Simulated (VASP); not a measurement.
Crystal: LaC.

```
CELL_PARAMETERS angstrom
0.00000 2.71658 2.71658
2.71658 0.00000 2.71658
2.71658 2.71658 0.00000
ATOMIC_POSITIONS crystal
La 0.50000 0.50000 0.50000
C 0.00000 0.00000 0.00000
```

Base run:

* Program: VASP 6.6.1
* Functional: LDA
* Potentials or basis: VASP PAW LDA potentials, release 64 (La, C)
* Cutoff: 520 eV
* k mesh: 12 × 12 × 12
* Occupations: gaussian, width 0.05 eV
* Spin: no spin polarisation

Its results: pressure -5.7 GPa.

**Question.** The run is repeated on the same cell with these changes: functional from LDA to PBE; potentials or basis from VASP PAW LDA potentials, release 64 (La, C) to VASP PAW PBE potentials, release 64 (La, C). What comes out?

**Answer.** Pressure 0.0 GPa.
